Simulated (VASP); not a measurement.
# GaN (F-43m) in VASP: further runs, part 2 of 2

VASP 6.6.1.

**4. Relaxation of cell and atoms, LDA, target pressure 16 GPa, at which the enthalpy is minimised**

File INCAR:

```
  PREC = Accurate
  ENCUT = 600
  EDIFF = 1E-7
  ISMEAR = 0
  SIGMA = 0.01
  LREAL = F
  LASPH = T
  NELM = 100
  ALGO = Normal
  ISIF = 3
  LWAVE = F
  LCHARG = F
  IBRION = 2
  NSW = 80
  EDIFFG = -0.001
  PSTRESS = 160.0
```

File KPOINTS:

```
Automatic mesh
0
Gamma
  10 10 10
```

File POSCAR:

```
GaN
1.0
    0.0000000000      2.2277008333      2.2277008333
    2.2277008333      0.0000000000      2.2277008333
    2.2277008333      2.2277008333      0.0000000000
Ga N
1 1
Direct
    0.0000000000      0.0000000000      0.0000000000
    0.7500000000      0.7500000000      0.7500000000
```

Potentials or basis: VASP PAW LDA potentials, release 64 (Ga_d, N).

On the command line:

```
$ cat potpaw_LDA.64/Ga_d/POTCAR potpaw_LDA.64/N/POTCAR > POTCAR
$ mpirun -np 1 vasp_std > vasp.out
```

OUTCAR:

```text
PREC = Accurate
   ENCUT = 600
   EDIFF = 1E-7
   ISMEAR = 0
   LREAL = F
   LASPH = T
   NELM = 100
   ISIF = 3
   IBRION = 2
   NSW = 80
   EDIFFG = -0.001
   PSTRESS = 160.0

 ion  position               nearest neighbor table
   1  0.000  0.000  0.000-   2 1.93   2 1.93   2 1.93   2 1.93
   2  0.750  0.750  0.750-   1 1.93   1 1.93   1 1.93   1 1.93

  LATTYP: Found a face centered cubic cell.
 ALAT       =     4.4554016666

  Lattice vectors:

 A1 = (   0.0000000000,   2.2277008333,   2.2277008333)
 A2 = (   2.2277008333,   0.0000000000,   2.2277008333)
 A3 = (   2.2277008333,   2.2277008333,   0.0000000000)

Analysis of symmetry for initial positions (statically):
=====================================================================
 Subroutine PRICEL returns:
 Original cell was already a primitive cell.

 Routine SETGRP: Setting up the symmetry group for a
 face centered cubic supercell.

 Subroutine GETGRP returns: Found 24 space group operations
 (whereof 24 operations were pure point group operations)
 out of a pool of 48 trial point group operations.

The static configuration has the point symmetry T_d .

Analysis of symmetry for dynamics (positions and initial velocities):
=====================================================================
 Subroutine PRICEL returns:
 Original cell was already a primitive cell.

 Routine SETGRP: Setting up the symmetry group for a
 face centered cubic supercell.

 Subroutine GETGRP returns: Found 24 space group operations
 (whereof 24 operations were pure point group operations)
 out of a pool of 48 trial point group operations.

The dynamic configuration has the point symmetry T_d .

 Subroutine INISYM returns: Found 24 space group operations
 (whereof 24 operations are pure point group operations),
 and found     1 'primitive' translations

----------------------------------------------------------------------------------------

                                     Primitive cell

  volume of cell :      22.1106

  direct lattice vectors                    reciprocal lattice vectors
     0.000000000  2.227700833  2.227700833    -0.224446655  0.224446655  0.224446655
     2.227700833  0.000000000  2.227700833     0.224446655 -0.224446655  0.224446655
     2.227700833  2.227700833  0.000000000     0.224446655  0.224446655 -0.224446655

  length of vectors
     3.150444731  3.150444731  3.150444731     0.388753010  0.388753010  0.388753010

  position of ions in fractional coordinates (direct lattice)
     0.000000000  0.000000000  0.000000000
     0.750000000  0.750000000  0.750000000

  ion indices of the primitive-cell ions
   primitive index   ion index
                 1           1
                 2           2

----------------------------------------------------------------------------------------

 KPOINTS: Automatic mesh

Automatic generation of k-mesh.
 Grid dimensions read from file:
 generate k-points for:   10   10   10

 Generating k-lattice:

[... 60 lines left out ...]
   NELM   =    100;   NELMIN=  2; NELMDL= -5     # of ELM steps
   EDIFF  = 0.1E-06   stopping-criterion for ELM
   LREAL  =      F    real-space projection
   EDIFFG = -.1E-02   stopping-criterion for IOM
   NSW    =     80    number of steps for IOM
   IBRION =      2    ionic relax: 0-MD 1-quasi-New 2-CG
   NFREE  =      1    steps in history (QN), initial steepest desc. (CG)
   ISIF   =      3    stress and relaxation
   ISYM   =      2    0-nonsym 1-usesym 2-fastsym
   POTIM  = 0.5000    time-step for ionic-motion
   TEBEG  =    0.0;   TEEND  =   0.0 temperature during run
   PSTRESS=  160.0 pullay stress
   NELECT =      18.0000    total number of electrons
   NUPDOWN=      -1.0000    fix difference up-down
   EMIN   =  10.00;   EMAX   =-10.00  energy-range for DOS
   EFERMI =   0.00;   METHOD = LEGACY
   ISMEAR =     0;   SIGMA  =   0.01  broadening in eV -4-tet -1-fermi 0-gaus
   EFERMI_NEDOS =   21; number of points for ismear=-14 and -15
   IALGO  =     38    algorithm
   IMIX   =      4    mixing-type and parameters
     AMIX     =   0.40;   BMIX     =  1.00
     AMIX_MAG =   1.60;   BMIX_MAG =  1.00
  volume/ion in A,a.u.               =      11.06        74.60
  Fermi-wavevector in a.u.,A,eV,Ry     =   1.528617  2.888668 31.792341  2.336671
  Thomas-Fermi vector in A             =   2.636351
   LORBIT       =      0    0 simple, 1 ext, 2 COOP (PROOUT), +10 PAW based schemes
   GGA     = CA    functional components
   LHFCALC =     F    Hartree Fock is set to
   AEXX    =    0.0000 exact exchange contribution
   IVDW    =     0    specifies the selected vdW correction
   LEPSILON=     F    determine dielectric tensor
   LRPA    =     F    only Hartree local field effects (RPA)
 conjugate gradient relaxation of ions
 non-spin polarized calculation
 Gauss-broadening in eV      SIGMA  =   0.01
  energy-cutoff  :      600.00
  volume of cell :       22.11
 maximum number of plane-waves:       754
 NGX is ok and might be reduce to    28
   NGX = 13   NGY = 13   NGZ = 13

--------------------------------------- Ionic step        1  -------------------------------------------

 number of electron      18.0000001 magnetization

 Free energy of the ion-electron system (eV)
  ---------------------------------------------------
  ext. energy  EPLUGINS =         0.00000000
  ---------------------------------------------------
  free energy    TOTEN  =       -13.94409872 eV

  energy without entropy =      -13.94409872  energy(sigma->0) =      -13.94409872

------------------------ aborting loop because EDIFF is reached ----------------------------------------

  FORCE on cell =-STRESS in cart. coord.  units (eV):
  Direction    XX          YY          ZZ          XY          YZ          ZX
  --------------------------------------------------------------------------------------
  -------------------------------------------------------------------------------------
  Total        0.1372588      0.1372588      0.1372588      0.0000000      0.0000000      0.0000000
  in kB        9.9460361      9.9460361      9.9460361      0.0000000      0.0000000      0.0000000
  external PRESSURE =    -150.0539639 kB  Pullay stress =     160.0000000 kB
[... 97 lines left out ...]
  energy  without entropy=      -13.8784334485  energy(sigma->0) =      -13.87843345

  enthalpy is  TOTEN    =       -11.8032121529 eV   P V=        2.0752212957

[... ionic steps 4 to 8 ...]

--------------------------------------- Ionic step        9  -------------------------------------------

 number of electron      17.9999998 magnetization

------------------------ aborting loop because EDIFF is reached ----------------------------------------
[... 71 lines left out ...]
--------------------------------------- Ionic step       11  -------------------------------------------

 number of electron      17.9999998 magnetization

 Free energy of the ion-electron system (eV)
  ---------------------------------------------------
  ext. energy  EPLUGINS =         0.00000000
  ---------------------------------------------------
  free energy    TOTEN  =       -13.87533498 eV

  energy without entropy =      -13.87533498  energy(sigma->0) =      -13.87533498

 E-fermi :   6.2808     XC(G=0): -12.6512

 val. band max:        6.1746444956   @ k =   0.0000   0.0000   0.0000
 cond. band min:       8.5586036504   @ k =   0.0000   0.0000   0.0000
 fundamental gap:      2.3839591548
 Fermi energy:         6.2807885946

 k-point     1 :       0.0000    0.0000    0.0000
  band No.  band energies     occupation
      1     -10.5290      2.00000
      2      -7.5156      2.00000
      3      -7.5156      2.00000
      4      -7.5156      2.00000
      5      -7.0853      2.00000
      6      -7.0853      2.00000
      7       6.1746      2.00000
      8       6.1746      2.00000
      9       6.1746      2.00000
     10       8.5586      0.00000
     11      16.8997      0.00000
     12      16.8997      0.00000
     13      16.8997      0.00000
[... 354 lines left out ...]
  band No.  band energies     occupation
      1      -9.2510      2.00000
      2      -7.3729      2.00000
      3      -7.2195      2.00000
      4      -7.2167      2.00000
      5      -7.0058      2.00000
      6      -6.1813      2.00000
      7       0.9067      2.00000
      8       3.3507      2.00000
      9       3.7087      2.00000
     10      10.6814      0.00000
     11      13.8627      0.00000
     12      17.3606      0.00000
     13      19.7262      0.00000

 [... further k-points ...]

------------------------ aborting loop because EDIFF is reached ----------------------------------------

  FORCE on cell =-STRESS in cart. coord.  units (eV):
  Direction    XX          YY          ZZ          XY          YZ          ZX
  --------------------------------------------------------------------------------------
  -------------------------------------------------------------------------------------
  Total        2.0716207      2.0716207      2.0716207      0.0000000      0.0000000      0.0000000
  in kB      159.9642585    159.9642585    159.9642585      0.0000000      0.0000000      0.0000000
  external PRESSURE =      -0.0357415 kB  Pullay stress =     160.0000000 kB
[... 21 lines left out ...]
  energy  without entropy=      -13.8753349760  energy(sigma->0) =      -13.87533498

  enthalpy is  TOTEN    =       -11.8032513567 eV   P V=        2.0720836193

 reached required accuracy - stopping structural energy minimisation
```

Wall time 2.3 min (1 thread of Intel Xeon 8259CL, shared host); peak memory 0.17 GiB.

What came out:

```yaml
Free_energy: -13.8753 eV
Relaxed_volume: 10.37 Å³/atom
Relaxed_cell: a = 3.084 Å, b = 3.084 Å, c = 3.084 Å, α = 60.00°, β = 60.00°, γ = 60.00°
Space_group_after_relaxing_to_0.1_Å: F-43m (No. 216)
Energy_change_on_relaxing_the_run_minimises_the_enthalpy: +34.4 meV/atom
Ionic_steps: 11
Pressure_after_relaxing: 16.0 GPa
Band_gap_on_the_k_mesh: 2.38 eV
```

Step by step:
| step | energy change (eV) | largest force (eV/Å) | pressure (GPa) | volume (Å³) |
| --- | --- | --- | --- | --- |
| 1 | 0.0000 | 0.0000 | 0.99 | 22.11 |
| 2 | 0.3979 | 0.0000 | 45.07 | 18.96 |
| 3 | 0.0657 | 0.0000 | 15.63 | 20.78 |
| 4 | 0.0682 | 0.0000 | 15.97 | 20.75 |
| 5 | 0.0709 | 0.0000 | 16.32 | 20.73 |
| 6 | 0.0655 | 0.0000 | 15.51 | 20.78 |
| 7 | 0.0686 | 0.0000 | 16.03 | 20.75 |
| 8 | 0.0684 | 0.0000 | 15.96 | 20.75 |
| 9 | 0.0685 | 0.0000 | 16.02 | 20.75 |
| 10 | 0.0685 | 0.0000 | 15.98 | 20.75 |
| 11 | 0.0688 | 0.0000 | 16.00 | 20.75 |

Final structure:
```cif
data_structure
_symmetry_space_group_name_H-M 'P 1'
_symmetry_Int_Tables_number 1
_cell_length_a 3.0844
_cell_length_b 3.0844
_cell_length_c 3.0844
_cell_angle_alpha 60.000
_cell_angle_beta 60.000
_cell_angle_gamma 60.000
_cell_volume 20.75
loop_
_atom_site_label
_atom_site_type_symbol
_atom_site_fract_x
_atom_site_fract_y
_atom_site_fract_z
_atom_site_occupancy
Ga1 Ga 0.00000 0.00000 0.00000 1
N1 N 0.75000 0.75000 0.75000 1
```

Levels at points of the mesh, in eV from the valence-band top:
```csv
k point,band 6,band 7,band 8,band 9,band 10,band 11,band 12,band 13
"(0.00, 0.00, 0.00)",-13.26,0.00,0.00,0.00,2.38,10.73,10.73,10.73
"(0.50, 0.00, 0.00)",-11.88,-7.80,-1.11,-1.11,5.22,9.08,10.71,10.71
"(0.50, 0.50, 0.00)",-11.42,-6.63,-3.10,-3.10,3.27,7.04,12.24,14.81
```

Caveat: the cell is relaxed towards a set pressure, so the run minimises the enthalpy, not the energy.

**5. Overview**

```csv
task,cell,cutoff (eV),gap on the mesh (eV),pressure (GPa)
single point,as given,520,1.97,1.1
relaxation of cell and atoms,relaxed,600,1.94,0.0
relaxation of cell and atoms,relaxed to 16 GPa,600,2.38,16.0
```

Alike in all rows: level LDA; potentials or basis VASP PAW LDA potentials, release 64 (Ga_d, N); no spin polarisation; k mesh 10 × 10 × 10; smearing gaussian 0.01 eV.

Caveats: the cell is relaxed towards a set pressure, so the run minimises the enthalpy, not the energy (at least some runs).

Total energies depend on the potentials used, so only differences within one code and one set of settings carry meaning.
